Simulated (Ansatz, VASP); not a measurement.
## SiO2: VASP beside Ansatz

```xyz
12
Lattice="4.9877 0.0000 0.0000 0.0000 4.9877 0.0000 0.0000 0.0000 6.9697" Properties=species:S:1:pos:R:3 pbc="T T T"
Si    1.5131    1.5131    0.0000
Si    0.9807    4.0070    1.7424
Si    3.4746    3.4746    3.4848
Si    4.0070    0.9807    5.2273
O     1.1849    0.5630    1.2773
O     1.9309    3.6787    3.0198
O     3.8028    4.4247    4.7622
O     3.0568    1.3090    6.5046
O     3.6787    1.9309    3.9499
O     4.4247    3.8028    2.2075
O     1.3090    3.0568    0.4651
O     0.5630    1.1849    5.6924
```

Alike in both runs: task electric field gradients; functional r2SCAN; k mesh 5 × 5 × 4; occupations fermi-dirac, width 0.02 eV; no spin polarisation.

|  | VASP | Ansatz |
| --- | --- | --- |
| version | VASP 6.6.1 | Ansatz 0.2.0 |
| potentials or method | VASP PAW PBE potentials, release 64 (Si, O) | plane-wave PAW, scalar-relativistic |
| plane-wave cutoff (eV) | 520 | 500 |
| valence electrons in the cell | 64 | 64 |

Ansatz gave:

```
gap on the k mesh at the Fermi level (eV)                     : 6.24
pressure (GPa)                                                : -3.9
traceless stress, the component that is largest in VASP (GPa) : -0.50
rms of the force components (eV/Å)                            : 0.143
size of Vzz on the site where it differs most (V/Å²)          : 97.5
```

Estimate VASP's values.

gap on the k mesh at the Fermi level (eV): 6.24; pressure (GPa): -3.5; traceless stress, the component that is largest in VASP (GPa): -0.52; rms of the force components (eV/Å): 0.137; size of Vzz on the site where it differs most (V/Å²): 89.4.

VASP's potentials were made for PBE, not for r2SCAN. Atom by atom the forces differ by 0.012 eV/Å (rms over components).
